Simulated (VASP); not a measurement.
# Te (C2/m) in VASP: single point with PBE

Aim: the single point of Te with PBE.

All numbers are computed with VASP 6.6.1; they aren't measurements. Logs are shortened: lines on timing, memory, paths and dates and some standing lists are left out, and cuts for length are marked.

**1. The cell of the first run**

The structure is monoclinic, space group C2/m (No. 12). Conventional cell: a = 8.487 Å, b = 4.753 Å, c = 3.968 Å, α = 90.00°, β = 91.89°, γ = 90.00°. Within 4.1 Å of Te (site symmetry m) lie 14 Te at 3.00 to 4.01 Å. Within 4.0 Å of Te (site symmetry 2/m) lie 14 Te at 3.00 to 3.97 Å.

**2. Single point, PBE**

Input file POSCAR:

```
Te
1.0
    0.0000000000      4.7530780000      0.0000000000
    4.2436330000     -2.3765390000      0.0000000000
   -0.1307440000      0.0000000000     -3.9662600000
Te
3
Direct
    0.3240000000      0.6480000000      0.3250000000
    0.6760000000      0.3520000000      0.6750000000
    0.0000000000      0.0000000000      0.0000000000
```

Input file INCAR.step1:

```
SYSTEM = Te
ALGO     = Normal         ! electronic algorithm
EDIFF    = 1E-6           ! SCF threshold, eV
ENCUT    = 520            ! plane-wave cutoff, eV
GGA      = PE             ! functional
ISIF     = 2              ! what is computed and relaxed
ISMEAR   = 1              ! smearing method
LASPH    = .True.         ! aspherical terms in the spheres
LCHARG   = .True.         ! write CHGCAR
LREAL    = .False.        ! projectors in reciprocal space
LWAVE    = .False.        ! write WAVECAR
NBANDS   = 16             ! bands
NELM     = 80             ! most SCF steps
PREC     = Accurate       ! precision mode
SIGMA    = 0.2029         ! smearing width, eV
```

Input file KPOINTS.step1:

```
k-points
0
Gamma
  6 6 7
  0 0 0
```

Input file INCAR.step2:

```
SYSTEM = Te
ALGO     = Normal         ! electronic algorithm
EDIFF    = 1E-6           ! SCF threshold, eV
ENCUT    = 520            ! plane-wave cutoff, eV
GGA      = PE             ! functional
ICHARG   = 11             ! starting density
ISIF     = 2              ! what is computed and relaxed
ISMEAR   = -5             ! smearing method
LASPH    = .True.         ! aspherical terms in the spheres
LCHARG   = .False.        ! write CHGCAR
LORBIT   = 10             ! projections on sites
LREAL    = .False.        ! projectors in reciprocal space
LWAVE    = .False.        ! write WAVECAR
NBANDS   = 16             ! bands
NEDOS    = 2001           ! points of the DOS
NELM     = 80             ! most SCF steps
PREC     = Accurate       ! precision mode
SIGMA    = 0.2029         ! smearing width, eV
```

Input file KPOINTS.step2:

```
k-points
0
Gamma
  9 9 11
  0 0 0
```

Potentials or basis: VASP PAW PBE potentials, release 64 (Te).

The run is started by

```bash
$ cat potpaw_PBE.64/Te/POTCAR > POTCAR
$ cp INCAR.step1 INCAR
$ cp KPOINTS.step1 KPOINTS
$ mpirun -np 1 vasp_std > vasp.out
$ cp INCAR.step2 INCAR
$ cp KPOINTS.step2 KPOINTS
$ mpirun -np 1 vasp_std > vasp.out
```

OUTCAR:

```text
SYSTEM = Te
   EDIFF = 1E-6
   ENCUT = 520
   GGA = PE
   ICHARG = 11
   ISIF = 2
   ISMEAR = -5
   LASPH = .True.
   LORBIT = 10
   LREAL = .False.
   NELM = 80
   PREC = Accurate

 ion  position               nearest neighbor table
   1  0.324  0.648  0.325-   3 3.00   2 3.04   2 3.04   3 3.11   3 3.11   2 3.25
   2  0.676  0.352  0.675-   3 3.00   1 3.04   1 3.04   3 3.11   3 3.11   1 3.25
   3  0.000  0.000  0.000-   1 3.00   2 3.00   2 3.11   1 3.11   2 3.11   1 3.11

  LATTYP: Found a base centered monoclinic cell.
 ALAT       =     8.4872660000
 B/A-ratio  =     0.5600246298
 C/A-ratio  =     0.4675727544
 COS(beta)  =    -0.0329461565

  Lattice vectors:

 A1 = (   4.2436330000,   2.3765390000,   0.0000000000)
 A2 = (   4.2436330000,  -2.3765390000,   0.0000000000)
 A3 = (  -0.1307440000,   0.0000000000,  -3.9662600000)

Analysis of symmetry for initial positions (statically):
=====================================================================
 Subroutine PRICEL returns:
 Original cell was already a primitive cell.

 Routine SETGRP: Setting up the symmetry group for a
 base centered monoclinic supercell.

 Subroutine GETGRP returns: Found  4 space group operations
 (whereof  4 operations were pure point group operations)
 out of a pool of  4 trial point group operations.

The static configuration has the point symmetry C_2h.

Analysis of symmetry for dynamics (positions and initial velocities):
=====================================================================
 Subroutine PRICEL returns:
 Original cell was already a primitive cell.

 Routine SETGRP: Setting up the symmetry group for a
 base centered monoclinic supercell.

 Subroutine GETGRP returns: Found  4 space group operations
 (whereof  4 operations were pure point group operations)
 out of a pool of  4 trial point group operations.

The dynamic configuration has the point symmetry C_2h.

 Subroutine INISYM returns: Found  4 space group operations
 (whereof  4 operations are pure point group operations),
 and found     1 'primitive' translations

----------------------------------------------------------------------------------------

                                     Primitive cell

  volume of cell :      80.0007

  direct lattice vectors                    reciprocal lattice vectors
     0.000000000  4.753078000  0.000000000     0.117823572  0.210389983 -0.003883942
     4.243633000 -2.376539000  0.000000000     0.235647145  0.000000000 -0.007767885
    -0.130744000  0.000000000 -3.966260000     0.000000000  0.000000000 -0.252126689

  length of vectors
     4.753078000  4.863780285  3.968414341     0.241166797  0.235775141  0.252126689

  position of ions in fractional coordinates (direct lattice)
     0.324000000  0.648000000  0.325000000
     0.676000000  0.352000000  0.675000000
     0.000000000  0.000000000  0.000000000

  ion indices of the primitive-cell ions
   primitive index   ion index
                 1           1
                 2           2
                 3           3

----------------------------------------------------------------------------------------

 KPOINTS: k-points

Automatic generation of k-mesh.
 Grid dimensions read from file:
 generate k-points for:    9    9   11

 Generating k-lattice:

  Cartesian coordinates                     Fractional coordinates (reciprocal lattice)
     0.013091508  0.023376665 -0.000431549     0.111111111  0.000000000 -0.000000000
     0.026183016  0.000000000 -0.000863098     0.000000000  0.111111111 -0.000000000
     0.000000000  0.000000000 -0.022920608     0.000000000  0.000000000  0.090909091

  Length of vectors
     0.026796311  0.026197238  0.022920608

  Shift w.r.t. Gamma in fractional coordinates (k-lattice)
     0.000000000  0.000000000  0.000000000

 TETIRR: Found   2661 inequivalent tetrahedra from     5346

 Subroutine IBZKPT returns following result:
 ===========================================

 Found    250 irreducible k-points:

 Following reciprocal coordinates:
            Coordinates               Weight
  0.000000  0.000000  0.000000      1.000000
  0.111111 -0.000000  0.000000      4.000000
  0.222222  0.000000  0.000000      4.000000
  0.333333  0.000000  0.000000      4.000000
  0.444444  0.000000  0.000000      4.000000
  0.000000  0.111111  0.000000      2.000000
[... 16 lines left out ...]
  0.333333  0.333333  0.000000      2.000000
  0.000000  0.444444  0.000000      2.000000
 [... further k-points ...]
   k-points           NKPTS =    250   k-points in BZ     NKDIM =    250   number of bands    NBANDS=     16
   number of dos      NEDOS =   2001   number of ions     NIONS =      3
   total plane-waves  NPLWV =  38880
   dimension x,y,z NGX =    36 NGY =   36 NGZ =   30
   dimension x,y,z NGXF=    72 NGYF=   72 NGZF=   60
   ions per type =               3
   NGX,Y,Z   is equivalent  to a cutoff of  12.59, 12.30, 12.57 a.u.
   NGXF,Y,Z  is equivalent  to a cutoff of  25.18, 24.61, 25.14 a.u.
 SYSTEM =  Te
   PREC   = accura    normal or accurate (medium, high low for compatibility)
   ISTART =      0    job   : 0-new  1-cont  2-samecut
   ICHARG =     11    charge: 1-file 2-atom 10-const
   ISPIN  =      1    spin polarized calculation?
   LNONCOLLINEAR =      F non collinear calculations
   LSORBIT =      F    spin-orbit coupling
   LASPH  =      T    aspherical Exc in radial PAW
   ENCUT  =  520.0 eV  38.22 Ry    6.18 a.u.   8.84  9.04  7.38*2*pi/ulx,y,z
   NELM   =     80;   NELMIN=  2; NELMDL=  0     # of ELM steps
   EDIFF  = 0.1E-05   stopping-criterion for ELM
   LREAL  =      F    real-space projection
   EDIFFG = 0.1E-04   stopping-criterion for IOM
   NSW    =      0    number of steps for IOM
   IBRION =     -1    ionic relax: 0-MD 1-quasi-New 2-CG
   NFREE  =      0    steps in history (QN), initial steepest desc. (CG)
   ISIF   =      2    stress and relaxation
   ISYM   =      2    0-nonsym 1-usesym 2-fastsym
   POTIM  = 0.5000    time-step for ionic-motion
   TEBEG  =    0.0;   TEEND  =   0.0 temperature during run
   PSTRESS=    0.0 pullay stress
   NELECT =      18.0000    total number of electrons
   NUPDOWN=      -1.0000    fix difference up-down
   EMIN   =  10.00;   EMAX   =-10.00  energy-range for DOS
   EFERMI =   0.00;   METHOD = LEGACY
   ISMEAR =    -5;   SIGMA  =   0.20  broadening in eV -4-tet -1-fermi 0-gaus
   EFERMI_NEDOS =   21; number of points for ismear=-14 and -15
   IALGO  =     38    algorithm
   IMIX   =      4    mixing-type and parameters
     AMIX     =   0.40;   BMIX     =  1.00
     AMIX_MAG =   1.60;   BMIX_MAG =  1.00
  volume/ion in A,a.u.               =      26.67       179.96
  Fermi-wavevector in a.u.,A,eV,Ry     =   0.995713  1.881625 13.489431  0.991445
  Thomas-Fermi vector in A             =   2.127752
   LORBIT       =     10    0 simple, 1 ext, 2 COOP (PROOUT), +10 PAW based schemes
   GGA     = PE    functional components
   LHFCALC =     F    Hartree Fock is set to
   AEXX    =    0.0000 exact exchange contribution
   IVDW    =     0    specifies the selected vdW correction
   LEPSILON=     F    determine dielectric tensor
   LRPA    =     F    only Hartree local field effects (RPA)
 non-spin polarized calculation
 Fermi weights with tetrahedron method with Bloechl corrections
  energy-cutoff  :      520.00
  volume of cell :       80.00
 maximum number of plane-waves:      2172

 number of electron      18.0000000 magnetization

 Free energy of the ion-electron system (eV)
  ---------------------------------------------------
  ext. energy  EPLUGINS =         0.00000000
  ---------------------------------------------------
  free energy    TOTEN  =        -8.77324676 eV

  energy without entropy =       -8.77324676  energy(sigma->0) =       -8.77324676

 E-fermi :   8.8971     XC(G=0): -10.2986

 val. band max:        9.1074920030   @ k =   0.3333  -0.4444   0.0909
 cond. band min:       8.4181809597   @ k =   0.2222   0.0000   0.2727
 fundamental gap:     -0.6893110433
 Fermi energy:         8.8971049181

 k-point     1 :       0.0000    0.0000    0.0000
  band No.  band energies     occupation
      1      -5.8467      2.00000
      2      -0.6696      2.00000
      3      -0.6265      2.00000
      4       4.2360      2.00000
      5       4.4956      2.00000
      6       5.0135      2.00000
[... 8 lines left out ...]
     15      16.1230      0.00000
     16      16.1729      0.00000

 k-point     2 :       0.1111   -0.0000    0.0000
  band No.  band energies     occupation
      1      -5.7460      2.00000
      2      -0.8682      2.00000
      3      -0.7759      2.00000
      4       3.7306      2.00000
      5       4.1904      2.00000
      6       5.2845      2.00000
[... 8 lines left out ...]
     15      15.8026      0.00000
     16      16.2906      0.00000

 k-point     3 :       0.2222    0.0000    0.0000
  band No.  band energies     occupation
      1      -5.4453      2.00000
      2      -1.5350      2.00000
      3      -1.0296      2.00000
      4       3.2327      2.00000
      5       4.1473      2.00000
      6       5.8559      2.00000
[... 8 lines left out ...]
     15      15.3854      0.00000
     16      17.2120      0.00000
[... 362 lines left out ...]
 k-point    23 :       0.3333    0.3333    0.0000
  band No.  band energies     occupation
      1      -3.5112      2.00000
      2      -3.3412      2.00000
      3      -2.8988      2.00000
      4       5.3449      2.00000
      5       5.3863      2.00000
      6       5.5230      2.00000
[... 8 lines left out ...]
     15      13.0359      0.00000
     16      17.5375      0.00000

 k-point    24 :       0.0000    0.4444    0.0000
  band No.  band energies     occupation
      1      -4.3703      2.00000
      2      -3.4206      2.00000
      3      -1.2393      2.00000
      4       2.7662      2.00000
      5       5.6837      2.00000
      6       5.9569      2.00000
[... 8 lines left out ...]
     15      15.2508      0.00000
     16      15.4545      0.00000

 [... further k-points ...]

------------------------ aborting loop because EDIFF is reached ----------------------------------------

  FORCE on cell =-STRESS in cart. coord.  units (eV):
  Direction    XX          YY          ZZ          XY          YZ          ZX
  --------------------------------------------------------------------------------------
  -------------------------------------------------------------------------------------
  Total        4.2919374      4.1983421      4.9048655      0.0000000      0.0000000     -0.3195892
  in kB       85.9547774     84.0803422     98.2299096      0.0000000      0.0000000     -6.4004230
  external PRESSURE =      89.4216764 kB  Pullay stress =       0.0000000 kB

 VOLUME and BASIS-vectors are now :
 -----------------------------------------------------------------------------
  energy-cutoff  :      520.00
  volume of cell :       80.00
      direct lattice vectors                 reciprocal lattice vectors
     0.000000000  4.753078000  0.000000000     0.117823572  0.210389983 -0.003883942
     4.243633000 -2.376539000  0.000000000     0.235647145  0.000000000 -0.007767885
    -0.130744000  0.000000000 -3.966260000     0.000000000  0.000000000 -0.252126689

 POSITION                                       TOTAL-FORCE (eV/Angst)
 -----------------------------------------------------------------------------------
      2.70738     -0.00000     -1.28903         0.354373      0.000000     -0.144473
      1.40551      2.37654     -2.67723        -0.354373     -0.000000      0.144473
      0.00000      0.00000      0.00000         0.000000      0.000000      0.000000
 -----------------------------------------------------------------------------------
    total drift:                               -0.000000     -0.000000     -0.000000

  FREE ENERGIE OF THE ION-ELECTRON SYSTEM (eV)
  ---------------------------------------------------
  free  energy   TOTEN  =        -8.7732467596 eV

  energy  without entropy=       -8.7732467596  energy(sigma->0) =       -8.77324676

 total charge

# of ion       s       p       d       tot
------------------------------------------
    1        1.441   1.809   0.064   3.313
    2        1.441   1.809   0.064   3.313
    3        1.444   1.800   0.067   3.312
--------------------------------------------------
tot          4.326   5.418   0.195   9.939
```

Run time: 9.8 min. Hardware: 1 thread of AMD EPYC, shared host; peak memory 0.34 GiB.

Results:

```
Valence electrons inside the program's atomic spheres : Te 3.31
```

Levels at points of the mesh, in eV from the Fermi level:
```tsv
k point	band 6	band 7	band 8	band 9	band 10	band 11	band 12	band 13
(0.00, 0.00, 0.00)	-3.88	-3.87	-2.15	-1.85	1.55	2.95	3.29	5.74
```

Caveat: spin-orbit coupling is left out, which moves the levels of the heavy elements.
